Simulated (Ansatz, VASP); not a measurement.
**NaCl in VASP and in Ansatz**

INCAR

```
SYSTEM = NaCl
PREC = Accurate
ENCUT = 520
EDIFF = 1E-6
ISMEAR = 0
SIGMA = 0.1
LREAL = .FALSE.
LASPH = .TRUE.
NELM = 60
ALGO = Normal
ISIF = 2
LWAVE = .FALSE.
LCHARG = .FALSE.
GGA = PE
NBANDS = 38
```

File KPOINTS:

```
regular mesh
0
G
  4 2 1
  0 0 0
```

Contents of POSCAR:

```
NaCl
1.0
    0.0000000000     -3.8526632531      0.0000000000
   -7.7053265062      0.0000000000      0.0000000000
    0.0000000000      0.0000000000    -12.5993082172
Na Cl
4 4
Direct
    0.5000000000      0.7500000000      0.7500000000
    0.5000000000      0.7500000000      0.2500000000
    0.5000000000      0.2500000000      0.7500000000
    0.5000000000      0.2500000000      0.2500000000
    0.0000000000      0.0000000000      0.7500000000
    0.0000000000      0.0000000000      0.2500000000
    0.0000000000      0.5000000000      0.7500000000
    0.0000000000      0.5000000000      0.2500000000
```

Input for Ansatz:

```yaml
crystal:
  lattice:
    - [0.0, -3.8526632531, 0.0]
    - [-7.7053265062, 0.0, 0.0]
    - [0.0, 0.0, -12.5993082172]
  atoms:
    - { symbol: Na, position: [0.5, 0.75, 0.75] }
    - { symbol: Na, position: [0.5, 0.75, 0.25] }
    - { symbol: Na, position: [0.5, 0.25, 0.75] }
    - { symbol: Na, position: [0.5, 0.25, 0.25] }
    - { symbol: Cl, position: [0.0, 0.0, 0.75] }
    - { symbol: Cl, position: [0.0, 0.0, 0.25] }
    - { symbol: Cl, position: [0.0, 0.5, 0.75] }
    - { symbol: Cl, position: [0.0, 0.5, 0.25] }
basis:
  ecutwfc: 420
kpoints:
  mp_grid: { grid: [4, 2, 1] }
hamiltonian:
  xc: pbe
scf:
  occupations: { method: gaussian, width: 0.1 }
  lower_state_search: "off"
output:
  forces: true
  stress: true
  eigenvalues: true
```

Alike in both runs: task single point; functional PBE; k mesh 4 × 2 × 1; occupations gaussian, width 0.1 eV; no spin polarisation.

```csv
,VASP,Ansatz
version,VASP 6.6.1,Ansatz 0.2.0
potentials or method,"VASP PAW PBE potentials, release 64 (Na_pv, Cl), cutoff 520 eV","scalar-relativistic, plane waves, PAW"
valence electrons in the cell,56,64
```

VASP gave:

```
gap on the k mesh at the Fermi level (eV) : 4.57
least direct gap on the mesh (eV)         : 4.58
pressure (GPa)                            : 0.0
```

What did Ansatz give for the same quantities?

gap on the k mesh at the Fermi level (eV): 4.57; least direct gap on the mesh (eV): 4.59; pressure (GPa): 0.0.

The functional is the same, so the differences come from potentials, cutoffs and numerics. VASP's potentials hold 56 valence electrons a cell and Ansatz's 64, so a difference there can come from the potentials and not from the codes.

The k mesh is coarse, so the values compare programs but aren't converged.
